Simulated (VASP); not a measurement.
# Al3C2 in VASP: further runs

Runs on Al3C2. Level: PBE. Tasks: single point, relaxation of cell and atoms.

All numbers are computed with VASP 6.6.1; they aren't measurements. Logs are shortened: lines on timing, memory, paths and dates and some standing lists are left out, and cuts for length are marked.

### 1 The cell of the first run

It takes space group R-3m (No. 166, trigonal). The conventional cell has a = 3.138 Å, b = 3.138 Å, c = 20.218 Å, α = 90.00°, β = 90.00°, γ = 120.00°. Within 2.9 Å of Al (site symmetry -3m) lie 6 C at 2.20 Å and 6 Al at 2.79 Å. Al (site symmetry 3m) has 3 C at 2.01 Å and 3 Al at 2.79 Å within 2.8 Å. C (site symmetry 3m) has 6 Al at 2.01 to 2.20 Å within 2.7 Å.

### 2 Single point, PBE

Input file INCAR:

```
  ALGO = Normal
  EDIFF = 1E-6
  ENCUT = 520
  GGA = PE
  ISIF = 2
  ISMEAR = 0
  LASPH = T
  LCHARG = T
  LELF = T
  LREAL = F
  LVHAR = T
  LWAVE = F
  NBANDS = 28
  NELM = 80
  PREC = Accurate
  SIGMA = 0.2
```

Input file KPOINTS:

```
k-points
0
Gamma
  8 4 8
```

Input file POSCAR:

```
Al3C2
1.0
    1.5690342756     -2.7176470842      0.0000000000
   -4.7071028269     -2.7176470842      0.0000000000
    0.0000000000      1.8117647228     -6.7393471596
Al C
6 4
Direct
    0.5000000000      0.5000000000      0.0000000000
    0.0000000000      0.0000000000      0.0000000000
    0.6575515562      0.8858505187      0.3151031123
    0.1575515562      0.3858505187      0.3151031123
    0.8424484438      0.6141494813      0.6848968877
    0.3424484438      0.1141494813      0.6848968877
    0.4069024283      0.8023008094      0.8138048566
    0.9069024283      0.3023008094      0.8138048566
    0.0930975717      0.6976991906      0.1861951434
    0.5930975717      0.1976991906      0.1861951434
```

Potentials or basis: VASP PAW PBE potentials, release 64 (Al, C).

On the command line:

```
$ cat potpaw_PBE.64/Al/POTCAR potpaw_PBE.64/C/POTCAR > POTCAR
$ mpirun -np 1 vasp_std > vasp.out
```

OUTCAR:

```text
EDIFF = 1E-6
   ENCUT = 520
   GGA = PE
   ISIF = 2
   ISMEAR = 0
   LASPH = T
   LREAL = F
   NELM = 80
   PREC = Accurate

 ion  position               nearest neighbor table
   1  0.500  0.500  0.000-   7 2.20  10 2.20   9 2.20   8 2.20   9 2.20   8 2.20   5 2.79   4 2.79
                             6 2.79   3 2.79   5 2.79   4 2.79   2 3.14   2 3.14   2 3.14   2 3.14
   2  0.000  0.000  0.000-   8 2.20   9 2.20   7 2.20  10 2.20  10 2.20   7 2.20   6 2.79   3 2.79
                             4 2.79   5 2.79   6 2.79   3 2.79   1 3.14   1 3.14   1 3.14   1 3.14
   3  0.658  0.886  0.315-   9 2.01   9 2.01  10 2.01   2 2.79   1 2.79   2 2.79   6 3.08   5 3.08
                             6 3.08   4 3.14   4 3.14   4 3.14   4 3.14
   4  0.158  0.386  0.315-  10 2.01  10 2.01   9 2.01   1 2.79   2 2.79   1 2.79   5 3.08   6 3.08
                             5 3.08   3 3.14   3 3.14   3 3.14   3 3.14
   5  0.842  0.614  0.685-   7 2.01   7 2.01   8 2.01   1 2.79   2 2.79   1 2.79   4 3.08   3 3.08
                             4 3.08   6 3.14   6 3.14   6 3.14   6 3.14
   6  0.342  0.114  0.685-   8 2.01   8 2.01   7 2.01   2 2.79   1 2.79   2 2.79   3 3.08   4 3.08
                             3 3.08   5 3.14   5 3.14   5 3.14   5 3.14
   7  0.407  0.802  0.814-   5 2.01   5 2.01   6 2.01   1 2.20   2 2.20   2 2.20
   8  0.907  0.302  0.814-   6 2.01   6 2.01   5 2.01   2 2.20   1 2.20   1 2.20
   9  0.093  0.698  0.186-   3 2.01   3 2.01   4 2.01   2 2.20   1 2.20   1 2.20
  10  0.593  0.198  0.186-   4 2.01   4 2.01   3 2.01   1 2.20   2 2.20   2 2.20

  LATTYP: Found a base centered monoclinic cell.
 ALAT       =    13.5999151454
 B/A-ratio  =     0.2307417743
 C/A-ratio  =     0.3996564766
 COS(beta)  =    -0.1332188255

  Lattice vectors:

 A1 = (   0.0000000000,   1.8117647228,  -6.7393471596)
 A2 = (   1.5690342756,  -0.9058823614,  -6.7393471596)
 A3 = (  -4.7071028269,  -2.7176470842,   0.0000000000)

Analysis of symmetry for initial positions (statically):
=====================================================================
 Subroutine PRICEL returns following result:

  LATTYP: Found a trigonal (rhomboedric) cell.
 ALAT       =     6.9786310655
 COS(alpha) =     0.8988992497

  Lattice vectors:

 A1 = (  -1.5690342757,  -0.9058823614,  -6.7393471596)
 A2 = (   0.0000000000,   1.8117647228,  -6.7393471596)
 A3 = (   1.5690342756,  -0.9058823614,  -6.7393471596)

   2 primitive cells build up your supercell.

 Routine SETGRP: Setting up the symmetry group for a
 base centered monoclinic supercell.

 Subroutine GETGRP returns: Found  4 space group operations
 (whereof  4 operations were pure point group operations)
[... 143 lines left out ...]
   PSTRESS=    0.0 pullay stress
   NELECT =      34.0000    total number of electrons
   NUPDOWN=      -1.0000    fix difference up-down
   EMIN   =  10.00;   EMAX   =-10.00  energy-range for DOS
   EFERMI =   0.00;   METHOD = LEGACY
   ISMEAR =     0;   SIGMA  =   0.20  broadening in eV -4-tet -1-fermi 0-gaus
   EFERMI_NEDOS =   21; number of points for ismear=-14 and -15
   IALGO  =     38    algorithm
   IMIX   =      4    mixing-type and parameters
     AMIX     =   0.40;   BMIX     =  1.00
     AMIX_MAG =   1.60;   BMIX_MAG =  1.00
  volume/ion in A,a.u.               =      11.49        77.57
  Fermi-wavevector in a.u.,A,eV,Ry     =   1.090770  2.061257 16.187942  1.189780
  Thomas-Fermi vector in A             =   2.227002
   LORBIT       =      0    0 simple, 1 ext, 2 COOP (PROOUT), +10 PAW based schemes
   GGA     = PE    functional components
   LHFCALC =     F    Hartree Fock is set to
   AEXX    =    0.0000 exact exchange contribution
   IVDW    =     0    specifies the selected vdW correction
   LEPSILON=     F    determine dielectric tensor
   LRPA    =     F    only Hartree local field effects (RPA)
 non-spin polarized calculation
 Gauss-broadening in eV      SIGMA  =   0.20
  energy-cutoff  :      520.00
  volume of cell :      114.95
 maximum number of plane-waves:      3122
   NGX = 11   NGY = 21   NGZ = 25

 number of electron      34.0000002 magnetization

 Free energy of the ion-electron system (eV)
  ---------------------------------------------------
  ext. energy  EPLUGINS =         0.00000000
  ---------------------------------------------------
  free energy    TOTEN  =       -57.88783155 eV

  energy without entropy =      -57.81899878  energy(sigma->0) =      -57.85341516

 E-fermi :   7.8880     XC(G=0): -10.9322

 val. band max:        7.8769865099   @ k =   0.3750   0.0000   0.1250
 cond. band min:       7.9042166294   @ k =  -0.3750   0.2500   0.1250
 fundamental gap:      0.0272301195
 Fermi energy:         7.8879963637

 k-point     1 :       0.0000    0.0000    0.0000
  band No.  band energies     occupation
      1      -6.2242      2.00000
      2      -4.3403      2.00000
      3      -2.9806      2.00000
      4      -2.2972      2.00000
      5       0.0276      2.00000
      6       0.4188      2.00000
[... 733 lines left out ...]
     27      15.6418      0.00000
     28      15.7148      0.00000

 [... further k-points ...]

------------------------ aborting loop because EDIFF is reached ----------------------------------------

  FORCE on cell =-STRESS in cart. coord.  units (eV):
  Direction    XX          YY          ZZ          XY          YZ          ZX
  --------------------------------------------------------------------------------------
  -------------------------------------------------------------------------------------
  Total        0.0133942     -0.1245341     -0.0591265      0.1194494     -0.0299802     -0.0519272
  in kB        0.1866914     -1.7357833     -0.8241184      1.6649119     -0.4178703     -0.7237732
  external PRESSURE =      -0.7910701 kB  Pullay stress =       0.0000000 kB

 VOLUME and BASIS-vectors are now :
 -----------------------------------------------------------------------------
  energy-cutoff  :      520.00
  volume of cell :      114.95
      direct lattice vectors                 reciprocal lattice vectors
     1.569034276 -2.717647084  0.000000000     0.159333677 -0.275974023 -0.074191162
    -4.707102827 -2.717647084  0.000000000    -0.159333677 -0.091991341 -0.024730387
     0.000000000  1.811764723 -6.739347160     0.000000000  0.000000000 -0.148382325

 POSITION                                       TOTAL-FORCE (eV/Angst)
 -----------------------------------------------------------------------------------
     -1.56903     -2.71765      0.00000        -0.000000     -0.000000      0.000000
      0.00000      0.00000      0.00000        -0.000000     -0.000000      0.000000
     -3.13807     -3.62353     -2.12359         0.000329      0.000190     -0.026837
     -1.56903     -0.90588     -2.12359         0.000329      0.000190     -0.026837
     -1.56903     -2.71765     -4.61576        -0.000329     -0.000190      0.026837
     -0.00000      0.00000     -4.61576        -0.000329     -0.000190      0.026837
     -3.13807     -1.81176     -5.48451        -0.002480     -0.001432     -0.008673
      0.00000     -1.81176     -5.48451        -0.002480     -0.001432     -0.008673
     -3.13807     -1.81176     -1.25483         0.002480      0.001432      0.008673
     -0.00000     -1.81176     -1.25483         0.002480      0.001432      0.008673
 -----------------------------------------------------------------------------------
    total drift:                                0.000000     -0.000000      0.000000

  FREE ENERGIE OF THE ION-ELECTRON SYSTEM (eV)
  ---------------------------------------------------
  free  energy   TOTEN  =       -57.8878315460 eV

  energy  without entropy=      -57.8189987752  energy(sigma->0) =      -57.85341516
```

OSZICAR:

```text
N       E                     dE             d eps       ncg     rms          rms(c)
DAV:   1     0.766579629845E+02    0.76658E+02   -0.13886E+04  4368   0.103E+03
DAV:   2    -0.577475137217E+02   -0.13441E+03   -0.12531E+03  5604   0.178E+02
DAV:   3    -0.676380432884E+02   -0.98905E+01   -0.97631E+01  5740   0.457E+01
DAV:   4    -0.677887548245E+02   -0.15071E+00   -0.15051E+00  5544   0.649E+00
DAV:   5    -0.677914688456E+02   -0.27140E-02   -0.27132E-02  5572   0.891E-01    0.153E+01
DAV:   6    -0.578473650792E+02    0.99441E+01   -0.32149E+01  5296   0.235E+01    0.443E+00
DAV:   7    -0.579403222105E+02   -0.92957E-01   -0.24795E+00  5084   0.664E+00    0.318E+00
DAV:   8    -0.578902898748E+02    0.50032E-01   -0.14198E-01  5408   0.192E+00    0.953E-01
DAV:   9    -0.578884053486E+02    0.18845E-02   -0.13366E-02  5468   0.665E-01    0.237E-01
DAV:  10    -0.578878435621E+02    0.56179E-03   -0.27728E-03  5104   0.243E-01    0.870E-02
DAV:  11    -0.578878388914E+02    0.46706E-05   -0.48585E-04  5440   0.106E-01    0.389E-02
DAV:  12    -0.578878309189E+02    0.79726E-05   -0.74624E-05  5288   0.397E-02    0.148E-02
DAV:  13    -0.578878315460E+02   -0.62713E-06   -0.68918E-06  5372   0.132E-02
   1 F= -.57887832E+02 E0= -.57853415E+02  d E =-.688328E-01
```

Run time: 1.9 min. Hardware: 1 thread of Intel Xeon 6975P-C (Granite Rapids), shared host; peak memory 0.32 GiB.

What came out:

| Quantity | Value |
| --- | --- |
| Free energy | -57.8878 eV |
| Pressure | -0.1 GPa |
| Largest force | 0.027 eV/Å |
| Band gap on the k mesh | zero (bands 17 and 18 overlap by 1.97 eV) |

Forces on the atoms (eV/Å):
```
Al   0.000  0.000  0.000
Al   0.000  0.000  0.000
Al   0.000  0.000 -0.027
Al   0.000  0.000 -0.027
Al   0.000  0.000  0.027
Al   0.000  0.000  0.027
C   -0.002 -0.001 -0.009
C   -0.002 -0.001 -0.009
C    0.002  0.001  0.009
C    0.002  0.001  0.009
```

Stress tensor (GPa, compression positive):
```
 0.02  0.17 -0.07
 0.17 -0.17 -0.04
-0.07 -0.04 -0.08
```

### 3 Single point, PBE

Input file INCAR:

```
ALGO = Normal
EDIFF = 1E-6
ENCUT = 520
GGA = PE
ISIF = 2
ISMEAR = 0
LASPH = T
LCHARG = F
LREAL = F
LWAVE = F
NBANDS = 28
NELM = 100
PREC = Accurate
SIGMA = 0.2
```

KPOINTS is that of step 2.

Input file POSCAR:

```
Al3C2
1.0
    1.5664082227     -2.7126426059      0.0007199494
   -4.7108325402     -2.7193826362      0.0100712865
    0.0124509558      1.8174984483     -6.7411151580
Al C
6 4
Direct
    0.5000197020      0.5000073836      0.0000013844
    0.0000098661     -0.0000008992      0.0000016239
    0.6583326812      0.8869612180      0.3156894492
    0.1583051817      0.3869663043      0.3156808652
    0.8416848763      0.6130282832      0.6843111072
    0.3416638375      0.1130375044      0.6843124414
    0.4066337092      0.8021688540      0.8138759057
    0.9066198286      0.3021712568      0.8138787764
    0.0933760842      0.6978325612      0.1861233383
    0.5933542331      0.1978275340      0.1861251083
```

Potentials or basis: VASP PAW PBE potentials, release 64 (Al, C).

On the command line:

```
$ cat potpaw_PBE.64/Al/POTCAR potpaw_PBE.64/C/POTCAR > POTCAR
$ mpirun -np 1 vasp_std > vasp.out
```

Run time: 3.1 min. Hardware: 1 thread of Intel Xeon 6975P-C (Granite Rapids), shared host; peak memory 0.42 GiB.

Results (log left out):

- Free energy: -57.8883 eV
- Pressure: -0.1 GPa
- Largest force: 0.003 eV/Å
- Band gap on the k mesh: zero (bands 17 and 18 overlap by 1.94 eV)

Forces on the atoms (eV/Å):
```
Al   0.000  0.000  0.000
Al   0.000  0.000  0.000
Al   0.000  0.001  0.003
Al   0.001  0.001  0.003
Al  -0.001 -0.001 -0.003
Al   0.000 -0.001 -0.003
C    0.000 -0.001  0.001
C    0.000 -0.001  0.001
C    0.000  0.001 -0.001
C    0.000  0.001 -0.001
```

Stress tensor (GPa, compression positive):
```
-0.05  0.00 -0.01
 0.00 -0.03 -0.01
-0.01 -0.01 -0.14
```

Levels at points of the mesh, in eV from the Fermi level:
```tsv
k point	band 14	band 15	band 16	band 17	band 18	band 19	band 20	band 21
(0.00, 0.00, 0.00)	-0.59	-0.38	-0.36	0.06	0.07	1.54	3.45	5.58
(0.50, 0.00, 0.00)	-3.51	-1.47	-1.47	-0.18	-0.18	2.02	2.02	4.17
(0.00, 0.50, 0.00)	-1.46	-0.66	-0.66	-0.23	-0.23	4.06	4.06	4.79
(0.50, 0.50, 0.00)	-2.23	-1.33	-1.22	-0.66	-0.55	1.52	1.96	3.41
(0.00, 0.00, 0.50)	-0.43	-0.40	0.12	0.12	1.58	2.03	3.46	4.04
(0.50, 0.00, 0.50)	-3.51	-1.47	-1.47	-0.17	-0.17	2.01	2.01	4.18
(0.00, 0.50, 0.50)	-1.52	-0.58	-0.58	0.87	0.87	4.02	4.02	5.37
(0.50, 0.50, 0.50)	-2.23	-1.33	-1.22	-0.66	-0.53	1.52	1.98	3.40
```

### 4 Relaxation of cell and atoms, PBE

This run uses another cell than the first one: it holds 5 atoms, not 10.

Input file INCAR:

```
SYSTEM = Al3C2
ALGO = Normal
EDIFF = 1E-6
EDIFFG = -0.01
ENCUT = 600
GGA = PE
IBRION = 2
ISIF = 3
ISMEAR = 0
LASPH = .True.
LCHARG = .False.
LREAL = .False.
LWAVE = .False.
NELM = 60
NSW = 100
PREC = Accurate
SIGMA = 0.1
```

Input file KPOINTS:

```
k-points
0
Gamma
  12 12 12
  0 0 0
```

Input file POSCAR:

```
Al3C2
1.0
    1.5653232359      0.9037397916      6.7736535389
   -1.5653232359      0.9037397916      6.7736535389
    0.0000000000     -1.8074795832      6.7736535389
Al C
3 2
Direct
    0.0000000000      0.0000000000      0.0000000000
    0.2282915180      0.2282915180      0.2282915180
    0.7717084820      0.7717084820      0.7717084820
    0.3949892641      0.3949892641      0.3949892641
    0.6050107359      0.6050107359      0.6050107359
```

Potentials or basis: VASP PAW PBE potentials, release 64 (Al, C).

On the command line:

```
$ cat potpaw_PBE.64/Al/POTCAR potpaw_PBE.64/C/POTCAR > POTCAR
$ mpirun -np 1 vasp_std > vasp.out
```

OUTCAR:

```text
SYSTEM = Al3C2
   EDIFF = 1E-6
   EDIFFG = -0.01
   ENCUT = 600
   GGA = PE
   IBRION = 2
   ISIF = 3
   ISMEAR = 0
   LASPH = .True.
   LREAL = .False.
   NELM = 60
   NSW = 100
   PREC = Accurate

 ion  position               nearest neighbor table
   1  0.000  0.000  0.000-   5 2.20   4 2.20   5 2.20   5 2.20   4 2.20   4 2.20   2 2.80   3 2.80
                             2 2.80   3 2.80   2 2.80   3 2.80
   2  0.228  0.228  0.228-   5 2.01   5 2.01   5 2.01   1 2.80   1 2.80   1 2.80   3 3.09   3 3.09
                             3 3.09
   3  0.772  0.772  0.772-   4 2.01   4 2.01   4 2.01   1 2.80   1 2.80   1 2.80   2 3.09   2 3.09
                             2 3.09
   4  0.395  0.395  0.395-   3 2.01   3 2.01   3 2.01   1 2.20   1 2.20   1 2.20
   5  0.605  0.605  0.605-   2 2.01   2 2.01   2 2.01   1 2.20   1 2.20   1 2.20

  LATTYP: Found a trigonal (rhomboedric) cell.
 ALAT       =     7.0106607897
 COS(alpha) =     0.9002942623

  Lattice vectors:
[... 445 lines left out ...]
      7       7.5120      2.00000
      8       7.9477      0.51175
      9       7.9477      0.51175
     10      13.4955      0.00000
     11      14.5906      0.00000
     12      15.5125      0.00000
[... 331 lines left out ...]
 k-point    24 :      -0.4167    0.1667   -0.0000
  band No.  band energies     occupation
      1      -2.7170      2.00000
      2      -2.1256      2.00000
      3       0.7710      2.00000
      4       1.6827      2.00000
      5       3.8493      2.00000
      6       4.3858      2.00000
      7       4.9406      2.00000
      8       5.8788      2.00000
      9       7.4768      2.00000
     10       9.9479      0.00000
     11      12.6522      0.00000
     12      13.3000      0.00000

 [... further k-points ...]

------------------------ aborting loop because EDIFF is reached ----------------------------------------

  FORCE on cell =-STRESS in cart. coord.  units (eV):
  Direction    XX          YY          ZZ          XY          YZ          ZX
  --------------------------------------------------------------------------------------
  -------------------------------------------------------------------------------------
  Total       -0.0017782     -0.0017782     -0.0169201      0.0000000      0.0000000      0.0000000
  in kB       -0.0496166     -0.0496166     -0.4721183      0.0000000      0.0000000      0.0000000
  external PRESSURE =      -0.1904505 kB  Pullay stress =       0.0000000 kB
[... 20 lines left out ...]
  FREE ENERGIE OF THE ION-ELECTRON SYSTEM (eV)
  ---------------------------------------------------
  free  energy   TOTEN  =       -28.9311023197 eV

  energy  without entropy=      -28.9200475078  energy(sigma->0) =      -28.92557491

 reached required accuracy - stopping structural energy minimisation
```

OSZICAR:

```text
N       E                     dE             d eps       ncg     rms          rms(c)
DAV:   1     0.462843548752E+02    0.46284E+02   -0.74288E+03  4544   0.129E+03
DAV:   2    -0.290533764879E+02   -0.75338E+02   -0.70450E+02  6636   0.195E+02
DAV:   3    -0.338738629726E+02   -0.48205E+01   -0.47407E+01  5808   0.514E+01
[... 42 lines left out ...]
   6 F= -.28931095E+02 E0= -.28925569E+02  d E =-.567250E-04
       N       E                     dE             d eps       ncg     rms          rms(c)
DAV:   1    -0.289311054433E+02   -0.10120E-04   -0.21907E-03  4560   0.429E-01    0.920E-03
DAV:   2    -0.289311029164E+02    0.25270E-05   -0.34872E-05  5604   0.497E-02    0.607E-03
DAV:   3    -0.289311023197E+02    0.59670E-06   -0.17613E-06  4232   0.124E-02
   7 F= -.28931102E+02 E0= -.28925575E+02  d E =-.635762E-04
```

Wall time 14 min (1 thread of Intel Xeon 6975P-C (Granite Rapids), shared host); peak memory 0.52 GiB.

What came out:

```
Free energy                           : -28.9311 eV
Relaxed volume                        : 11.48 Å³/atom
Relaxed cell                          : a = 6.975 Å, b = 6.975 Å, c = 6.975 Å, α = 25.99°, β = 25.99°, γ = 25.99°
Space group after relaxing (to 0.1 Å) : R-3m (No. 166)
Energy gained by relaxing             : 0.2 meV/atom
Ionic steps                           : 7
Pressure after relaxing               : 0.0 GPa
Largest force after relaxing          : 0.008 eV/Å
Band gap on the k mesh                : zero (an odd number of electrons rules out a gap without spin polarisation)
```

Forces in eV/Å, atoms in the order of the input:
```
Al   0.000  0.000  0.000
Al   0.000  0.000 -0.008
Al   0.000  0.000  0.008
C    0.000  0.000 -0.003
C    0.000  0.000  0.003
```

The path:
```
step  energy change (eV)  largest force (eV/Å)  pressure (GPa)  volume (Å³)
   1              0.0000                0.0339           -0.13        57.49
   2             -0.0007                0.0387            0.04        57.41
   3             -0.0009                0.0435            0.19        57.35
   4             -0.0011                0.0238           -0.11        57.45
   5             -0.0011                0.0210           -0.15        57.46
   6             -0.0012                0.0108            0.02        57.40
   7             -0.0012                0.0078           -0.02        57.42
```

Final structure:
```
Al C
1.0
     1.56866    0.90567    6.73617
    -1.56866    0.90567    6.73617
     0.00000   -1.81133    6.73617
Al C
3 2
Direct
  0.00000 0.00000 0.00000
  0.22829 0.22829 0.22829
  0.77171 0.77171 0.77171
  0.39541 0.39541 0.39541
  0.60459 0.60459 0.60459
```

### 5 The runs side by side

| task | cell | k mesh | cutoff (eV) | smearing | gap on the mesh (eV) | pressure (GPa) | largest force (eV/Å) |
| --- | --- | --- | --- | --- | --- | --- | --- |
| single point | a = 3.138, b = 5.435, c = 6.979 Å, angles 97.5, 103.0, 90.0°, 10 atoms, atomic positions A | 8 × 4 × 8 | 520 | gaussian 0.2 eV | none | -0.1 | 0.03 |
| single point | a = 3.132, b = 5.439, c = 6.982 Å, angles 97.7, 103.0, 90.0°, 10 atoms, atomic positions A | 8 × 4 × 8 | 520 | gaussian 0.2 eV | none | -0.1 | - |
| relaxation of cell and atoms | relaxed from a = 7.011 Å, angles 25.8°, 5 atoms, atomic positions B | 12 × 12 × 12 | 600 | gaussian 0.1 eV | none | 0.0 | 0.01 |

Alike in all rows: level PBE; potentials or basis VASP PAW PBE potentials, release 64 (Al, C); no spin polarisation.

Total energies depend on the potentials used, so only differences within one code and one set of settings carry meaning.
